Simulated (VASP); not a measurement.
# SnSe (I4/mmm) in VASP: notebook

The runs below take SnSe through single point, with PBE.

All numbers are computed with VASP 6.6.1; they aren't measurements. Logs are shortened: lines on timing, memory, paths and dates and some standing lists are left out, and cuts for length are marked.

## (1) The cell of the first run

The structure is tetragonal, space group I4/mmm (No. 139). Conventional cell: a = 4.127 Å, b = 4.127 Å, c = 6.378 Å, α = 90.00°, β = 90.00°, γ = 90.00°. Within 3.8 Å of Sn (site symmetry 4/mmm) lie 6 Se at 2.92 to 3.19 Å. Within 3.8 Å of Se (site symmetry 4/mmm) lie 6 Sn at 2.92 to 3.19 Å.

## (2) Single point, PBE (strained)

INCAR

```
PREC     = Accurate       # precision mode
ENCUT    = 520            # plane-wave cutoff, eV
EDIFF    = 1E-7           # SCF threshold, eV
ISMEAR   = 0              # smearing method
SIGMA    = 0.05           # smearing width, eV
LREAL    = False          # projectors in reciprocal space
LASPH    = True           # aspherical terms in the spheres
NELM     = 80             # most SCF steps
ALGO     = Normal         # electronic algorithm
ISIF     = 2              # what is computed and relaxed
LWAVE    = False          # write WAVECAR
LCHARG   = True           # write CHGCAR
GGA      = PE             # functional
LELF     = True           # ELF
LVHAR    = True         
NBANDS   = 17             # bands
```

KPOINTS

```
Automatic mesh
0
Gamma
  10 10 10
```

POSCAR

```
SnSe
1.0
    0.0000000000      2.9180144000      3.1889144000
    2.9180144000      0.0000000000      3.1889144000
    2.9180144000      2.9180144000      0.0000000000
Sn Se
1 1
Direct
    0.0000000000      0.0000000000      0.0000000000
    0.5000000000      0.5000000000      0.5000000000
```

Potentials or basis: VASP PAW PBE potentials, release 64 (Sn_d, Se).

On the command line:

```sh
cat potpaw_PBE.64/Sn_d/POTCAR potpaw_PBE.64/Se/POTCAR > POTCAR
mpirun -np 1 vasp_std > vasp.out
```

OUTCAR:

```text
PREC = Accurate
   ENCUT = 520
   EDIFF = 1E-7
   ISMEAR = 0
   LREAL = False
   LASPH = True
   NELM = 80
   ISIF = 2
   GGA = PE

 ion  position               nearest neighbor table
   1  0.000  0.000  0.000-   2 2.92   2 2.92   2 2.92   2 2.92   2 3.19   2 3.19
   2  0.500  0.500  0.500-   1 2.92   1 2.92   1 2.92   1 2.92   1 3.19   1 3.19

  LATTYP: Found a body centered tetragonal cell.
 ALAT       =     4.1266955397
 C/A-ratio  =     1.5455050509

  Lattice vectors:

 A1 = (  -2.9180144000,   0.0000000000,   3.1889144000)
 A2 = (   2.9180144000,   0.0000000000,   3.1889144000)
 A3 = (   0.0000000000,   2.9180144000,  -3.1889144000)

Analysis of symmetry for initial positions (statically):
=====================================================================
 Subroutine PRICEL returns:
 Original cell was already a primitive cell.

 Routine SETGRP: Setting up the symmetry group for a
 body centered tetragonal supercell.

 Subroutine GETGRP returns: Found 16 space group operations
 (whereof 16 operations were pure point group operations)
 out of a pool of 16 trial point group operations.

The static configuration has the point symmetry D_4h.

Analysis of symmetry for dynamics (positions and initial velocities):
=====================================================================
 Subroutine PRICEL returns:
 Original cell was already a primitive cell.

 Routine SETGRP: Setting up the symmetry group for a
 body centered tetragonal supercell.

 Subroutine GETGRP returns: Found 16 space group operations
 (whereof 16 operations were pure point group operations)
 out of a pool of 16 trial point group operations.

The dynamic configuration has the point symmetry D_4h.

 Subroutine INISYM returns: Found 16 space group operations
 (whereof 16 operations are pure point group operations),
 and found     1 'primitive' translations

----------------------------------------------------------------------------------------

                                     Primitive cell

  volume of cell :      54.3060

  direct lattice vectors                    reciprocal lattice vectors
     0.000000000  2.918014400  3.188914400    -0.171349394  0.171349394  0.156793171
     2.918014400  0.000000000  3.188914400     0.171349394 -0.171349394  0.156793171
     2.918014400  2.918014400  0.000000000     0.171349394  0.171349394 -0.156793171

  length of vectors
     4.322497321  4.322497321  4.126695540     0.288626624  0.288626624  0.288626624

  position of ions in fractional coordinates (direct lattice)
     0.000000000  0.000000000  0.000000000
     0.500000000  0.500000000  0.500000000

  ion indices of the primitive-cell ions
   primitive index   ion index
                 1           1
                 2           2

----------------------------------------------------------------------------------------

 KPOINTS: Automatic mesh

Automatic generation of k-mesh.
 Grid dimensions read from file:
 generate k-points for:   10   10   10

 Generating k-lattice:

  Cartesian coordinates                     Fractional coordinates (reciprocal lattice)
    -0.017134939  0.017134939  0.015679317     0.100000000  0.000000000  0.000000000
     0.017134939 -0.017134939  0.015679317     0.000000000  0.100000000  0.000000000
     0.017134939  0.017134939 -0.015679317     0.000000000  0.000000000  0.100000000

  Length of vectors
     0.028862662  0.028862662  0.028862662

  Shift w.r.t. Gamma in fractional coordinates (k-lattice)
     0.000000000  0.000000000  0.000000000

 Subroutine IBZKPT returns following result:
 ===========================================

 Found    102 irreducible k-points:

 Following reciprocal coordinates:
            Coordinates               Weight
  0.000000  0.000000  0.000000      1.000000
  0.100000  0.000000  0.000000      8.000000
  0.200000  0.000000  0.000000      8.000000
  0.300000 -0.000000  0.000000      8.000000
  0.400000  0.000000  0.000000      8.000000
  0.500000  0.000000  0.000000      4.000000
[... 16 lines left out ...]
  0.300000  0.300000  0.000000      2.000000
  0.400000  0.300000  0.000000      8.000000
 [... further k-points ...]
   k-points           NKPTS =    102   k-points in BZ     NKDIM =    102   number of bands    NBANDS=     17
   number of dos      NEDOS =    301   number of ions     NIONS =      2
   total plane-waves  NPLWV =  32768
   dimension x,y,z NGX =    32 NGY =   32 NGZ =   32
   dimension x,y,z NGXF=    64 NGYF=   64 NGZF=   64
   ions per type =               1   1
   NGX,Y,Z   is equivalent  to a cutoff of  12.31, 12.31, 12.89 a.u.
   NGXF,Y,Z  is equivalent  to a cutoff of  24.61, 24.61, 25.78 a.u.
 SYSTEM =  unknown system
   PREC   = accura    normal or accurate (medium, high low for compatibility)
   ISTART =      0    job   : 0-new  1-cont  2-samecut
   ICHARG =      2    charge: 1-file 2-atom 10-const
   ISPIN  =      1    spin polarized calculation?
   LNONCOLLINEAR =      F non collinear calculations
   LSORBIT =      F    spin-orbit coupling
   LASPH  =      T    aspherical Exc in radial PAW
   ENCUT  =  520.0 eV  38.22 Ry    6.18 a.u.   8.04  8.04  7.67*2*pi/ulx,y,z
   NELM   =     80;   NELMIN=  2; NELMDL= -5     # of ELM steps
   EDIFF  = 0.1E-06   stopping-criterion for ELM
   LREAL  =      F    real-space projection
   EDIFFG = 0.1E-05   stopping-criterion for IOM
   NSW    =      0    number of steps for IOM
   IBRION =     -1    ionic relax: 0-MD 1-quasi-New 2-CG
   NFREE  =      0    steps in history (QN), initial steepest desc. (CG)
   ISIF   =      2    stress and relaxation
   ISYM   =      2    0-nonsym 1-usesym 2-fastsym
   POTIM  = 0.5000    time-step for ionic-motion
   TEBEG  =    0.0;   TEEND  =   0.0 temperature during run
   PSTRESS=    0.0 pullay stress
   NELECT =      20.0000    total number of electrons
   NUPDOWN=      -1.0000    fix difference up-down
   EMIN   =  10.00;   EMAX   =-10.00  energy-range for DOS
   EFERMI =   0.00;   METHOD = LEGACY
   ISMEAR =     0;   SIGMA  =   0.05  broadening in eV -4-tet -1-fermi 0-gaus
   EFERMI_NEDOS =   21; number of points for ismear=-14 and -15
   IALGO  =     38    algorithm
   IMIX   =      4    mixing-type and parameters
     AMIX     =   0.40;   BMIX     =  1.00
     AMIX_MAG =   1.60;   BMIX_MAG =  1.00
  volume/ion in A,a.u.               =      27.15       183.24
  Fermi-wavevector in a.u.,A,eV,Ry     =   1.173462  2.217521 18.735391  1.377012
  Thomas-Fermi vector in A             =   2.309874
   LORBIT       =      0    0 simple, 1 ext, 2 COOP (PROOUT), +10 PAW based schemes
   GGA     = PE    functional components
   LHFCALC =     F    Hartree Fock is set to
   AEXX    =    0.0000 exact exchange contribution
   IVDW    =     0    specifies the selected vdW correction
   LEPSILON=     F    determine dielectric tensor
   LRPA    =     F    only Hartree local field effects (RPA)
 non-spin polarized calculation
 Gauss-broadening in eV      SIGMA  =   0.05
  energy-cutoff  :      520.00
  volume of cell :       54.31
 maximum number of plane-waves:      1500
   NGX = 17   NGY = 17   NGZ = 15

 number of electron      20.0000004 magnetization

 Free energy of the ion-electron system (eV)
  ---------------------------------------------------
  ext. energy  EPLUGINS =         0.00000000
  ---------------------------------------------------
  free energy    TOTEN  =        -8.11170820 eV

  energy without entropy =       -8.11167895  energy(sigma->0) =       -8.11169357

 E-fermi :   5.9633     XC(G=0):  -9.6052

 val. band max:        5.8799866545   @ k =  -0.4000   0.1000   0.0000
 cond. band min:       6.0553808482   @ k =  -0.4000  -0.0000   0.1000
 fundamental gap:      0.1753941937
 Fermi energy:         5.9633159367

 k-point     1 :       0.0000    0.0000    0.0000
  band No.  band energies     occupation
      1     -15.9864      2.00000
      2     -15.9705      2.00000
      3     -15.9705      2.00000
      4     -15.9424      2.00000
      5     -15.9380      2.00000
      6      -8.2932      2.00000
[... 9 lines left out ...]
     16      11.7604      0.00000
     17      12.5674      0.00000

 k-point     2 :       0.1000    0.0000    0.0000
  band No.  band energies     occupation
      1     -15.9862      2.00000
      2     -15.9704      2.00000
      3     -15.9698      2.00000
      4     -15.9412      2.00000
      5     -15.9389      2.00000
      6      -8.2219      2.00000
[... 9 lines left out ...]
     16      11.9759      0.00000
     17      13.1593      0.00000

 k-point     3 :       0.2000    0.0000    0.0000
  band No.  band energies     occupation
      1     -15.9860      2.00000
      2     -15.9699      2.00000
      3     -15.9681      2.00000
      4     -15.9412      2.00000
      5     -15.9379      2.00000
      6      -8.0213      2.00000
[... 9 lines left out ...]
     16      12.5375      0.00000
     17      14.5278      0.00000

 k-point     4 :       0.3000   -0.0000    0.0000
  band No.  band energies     occupation
      1     -15.9863      2.00000
      2     -15.9692      2.00000
      3     -15.9663      2.00000
      4     -15.9436      2.00000
      5     -15.9335      2.00000
      6      -7.7371      2.00000
[... 9 lines left out ...]
     16      13.4252      0.00000
     17      16.1634      0.00000

 k-point     5 :       0.4000    0.0000    0.0000
  band No.  band energies     occupation
      1     -15.9868      2.00000
      2     -15.9686      2.00000
      3     -15.9653      2.00000
      4     -15.9451      2.00000
      5     -15.9297      2.00000
      6      -7.4650      2.00000
[... 9 lines left out ...]
     16      14.8352      0.00000
     17      16.5826      0.00000

 k-point     6 :       0.5000    0.0000    0.0000
  band No.  band energies     occupation
      1     -15.9871      2.00000
      2     -15.9684      2.00000
      3     -15.9650      2.00000
      4     -15.9456      2.00000
      5     -15.9282      2.00000
      6      -7.3469      2.00000
[... 9 lines left out ...]
     16      15.6441      0.00000
     17      16.3753      0.00000

 k-point     7 :       0.1000    0.1000    0.0000
  band No.  band energies     occupation
      1     -15.9881      2.00000
      2     -15.9692      2.00000
      3     -15.9692      2.00000
      4     -15.9429      2.00000
      5     -15.9376      2.00000
      6      -8.2149      2.00000
[... 9 lines left out ...]
     16      12.3497      0.00000
     17      14.1537      0.00000

 k-point     8 :       0.2000    0.1000    0.0000
  band No.  band energies     occupation
      1     -15.9894      2.00000
      2     -15.9679      2.00000
      3     -15.9674      2.00000
      4     -15.9421      2.00000
      5     -15.9380      2.00000
      6      -8.0730      2.00000
[... 9 lines left out ...]
     16      12.9215      0.00000
     17      15.5333      0.00000
[... 203 lines left out ...]
      1     -15.9934      2.00000
      2     -15.9647      2.00000
      3     -15.9615      2.00000
      4     -15.9418      2.00000
      5     -15.9353      2.00000
      6      -7.3423      2.00000
[... 9 lines left out ...]
     16      16.1622      0.00000
     17      16.2363      0.00000

 k-point    20 :      -0.4000    0.2000    0.0000
  band No.  band energies     occupation
      1     -15.9903      2.00000
      2     -15.9668      2.00000
      3     -15.9619      2.00000
      4     -15.9452      2.00000
      5     -15.9308      2.00000
      6      -7.2600      2.00000
[... 9 lines left out ...]
     16      14.9419      0.00000
     17      16.4924      0.00000

 k-point    21 :      -0.3000    0.2000    0.0000
  band No.  band energies     occupation
      1     -15.9869      2.00000
      2     -15.9692      2.00000
      3     -15.9632      2.00000
      4     -15.9474      2.00000
      5     -15.9285      2.00000
      6      -7.3701      2.00000
[... 9 lines left out ...]
     16      14.8688      0.00000
     17      15.8875      0.00000

 k-point    22 :      -0.2000    0.2000    0.0000
  band No.  band energies     occupation
      1     -15.9845      2.00000
      2     -15.9708      2.00000
      3     -15.9652      2.00000
      4     -15.9472      2.00000
      5     -15.9294      2.00000
      6      -7.6061      2.00000
[... 9 lines left out ...]
     16      13.7892      0.00000
     17      15.3664      0.00000

 k-point    23 :       0.3000    0.3000    0.0000
  band No.  band energies     occupation
      1     -15.9995      2.00000
      2     -15.9613      2.00000
      3     -15.9613      2.00000
      4     -15.9456      2.00000
      5     -15.9348      2.00000
      6      -7.6958      2.00000
[... 9 lines left out ...]
     16      15.4222      0.00000
     17      15.4222      0.00000

 k-point    24 :       0.4000    0.3000    0.0000
  band No.  band energies     occupation
      1     -16.0013      2.00000
      2     -15.9601      2.00000
      3     -15.9596      2.00000
      4     -15.9448      2.00000
      5     -15.9352      2.00000
      6      -7.5156      2.00000
[... 9 lines left out ...]
     16      16.1008      0.00000
     17      16.6993      0.00000

 [... further k-points ...]
[... 5 lines left out ...]
  --------------------------------------------------------------------------------------
  -------------------------------------------------------------------------------------
  Total        1.8577414      1.8577414     -1.3373251      0.0000000      0.0000000     -0.0000000
  in kB       54.8085266     54.8085266    -39.4548019      0.0000000      0.0000000     -0.0000000
  external PRESSURE =      23.3874171 kB  Pullay stress =       0.0000000 kB

 VOLUME and BASIS-vectors are now :
 -----------------------------------------------------------------------------
  energy-cutoff  :      520.00
  volume of cell :       54.31
      direct lattice vectors                 reciprocal lattice vectors
     0.000000000  2.918014400  3.188914400    -0.171349394  0.171349394  0.156793171
     2.918014400  0.000000000  3.188914400     0.171349394 -0.171349394  0.156793171
     2.918014400  2.918014400  0.000000000     0.171349394  0.171349394 -0.156793171

 POSITION                                       TOTAL-FORCE (eV/Angst)
 -----------------------------------------------------------------------------------
      0.00000      0.00000      0.00000        -0.000000      0.000000     -0.000000
      2.91801      2.91801      3.18891         0.000000     -0.000000      0.000000
 -----------------------------------------------------------------------------------
    total drift:                                0.000000     -0.000000     -0.000000

  FREE ENERGIE OF THE ION-ELECTRON SYSTEM (eV)
  ---------------------------------------------------
  free  energy   TOTEN  =        -8.1117081978 eV

  energy  without entropy=       -8.1116789517  energy(sigma->0) =       -8.11169357
```

Run time: 37 s. Hardware: 1 thread of Intel Xeon Platinum 8488C (Sapphire Rapids), shared host; peak memory 0.24 GiB.

What came out:

```yaml
Free_energy: -8.1117 eV
Pressure: 2.3 GPa
Band_gap_on_the_k_mesh: 0.18 eV (least direct gap 0.29 eV)
```

Caveat: the cell differs from its parent crystal (strained); the stress differs along the axes, from -4 to 5 GPa; semilocal functionals underestimate gaps, and a narrow one can read as zero; spin-orbit coupling is left out, which moves the levels of the heavy elements. A k mesh can miss the band edges.

(Continued in part 2 of 2.)
